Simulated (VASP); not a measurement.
Pd:

```xyz
1
Lattice="0.0000 1.9465 1.9465 1.9465 0.0000 1.9465 1.9465 1.9465 0.0000" Properties=species:S:1:pos:R:3 pbc="T T T"
Pd    0.0000    0.0000    0.0000
```

Base run:

```yaml
Program: VASP 6.6.1
Functional: b88 exchange, pbe correlation
Potentials_or_basis: VASP PAW PBE potentials, release 64 (Pd)
Cutoff: 500 eV
k_mesh: 12 × 12 × 12
Occupations: fermi-dirac, width 0.05 eV
Spin: no spin polarisation
```

Its results: band gap on the k mesh zero (bands 5 and 6 overlap by 1.58 eV); pressure 6.3 GPa.

**Question.** The run is repeated on the same cell with these changes: functional from b88 exchange, pbe correlation to BLYP; occupations from fermi-dirac, width 0.05 eV to tetrahedron. What comes out?

**Answer.** Band gap on the k mesh zero (bands 5 and 6 overlap by 1.61 eV); pressure 18.8 GPa.

Caveats: the cell stands under pressure; the PAW data sets were made with another functional, which shifts forces and pressure a little; tetrahedron occupations give inexact forces and stress in metals (at least some runs).
